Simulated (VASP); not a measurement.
Wanted: the native input for a VASP 6.6.1 run.

```
Task                   : single point
Functional             : LDA
Potentials or basis    : VASP PAW LDA potentials, release 64 (B, N)
Cutoff                 : 600 eV
k mesh                 : 4 × 4 × 4
Occupations            : gaussian, width 0.01 eV
Spin                   : no spin polarisation
Dipole correction      : no
Further INCAR settings : ALGO = Normal; EDIFF = 1e-06; NBANDS = 11
```

The structure of BN lies in POSCAR:

```
BN
1.0
    0.0000000000      1.7458259346      1.7458259346
    1.7458259346      0.0000000000      1.7458259346
    1.7458259346      1.7458259346      0.0000000000
B N
1 1
Direct
    0.0000000000      0.0000000000      0.0000000000
    0.5000000000      0.5000000000      0.5000000000
```

These files were run (other wordings do the same):

INCAR

```
SYSTEM = BN
PREC     = Accurate       ! precision mode
ENCUT    = 600            ! plane-wave cutoff, eV
EDIFF    = 1E-6           ! SCF threshold, eV
ISMEAR   = 0              ! smearing method
SIGMA    = 0.01           ! smearing width, eV
LREAL    = .FALSE.        ! projectors in reciprocal space
LASPH    = .TRUE.         ! aspherical terms in the spheres
NELM     = 120            ! most SCF steps
ALGO     = Normal         ! electronic algorithm
ISIF     = 2              ! what is computed and relaxed
LWAVE    = .FALSE.        ! write WAVECAR
LCHARG   = .TRUE.         ! write CHGCAR
LELF     = .TRUE.         ! ELF
LVHAR    = .TRUE.       
NBANDS   = 11             ! bands
GGA_COMPAT= .FALSE.
```

KPOINTS

```
regular mesh
0
G
  4 4 4
  0 0 0
```

Potentials or basis: VASP PAW LDA potentials, release 64 (B, N).

Command:

```console
$ cat potpaw_LDA.64/B/POTCAR potpaw_LDA.64/N/POTCAR > POTCAR
$ mpirun -np 1 vasp_std > vasp.out
```

It gave:

* Pressure: -10.6 GPa
* Band gap on the k mesh: 1.96 eV, indirect (least direct gap 5.62 eV)

Caveat: the k points lie up to 0.78 Å⁻¹ apart.

Run time: 1.2 s on 1 thread of Intel(R) Xeon(R) 6975P-C (Granite Rapids) (shared host), peak memory 0.11 GiB.
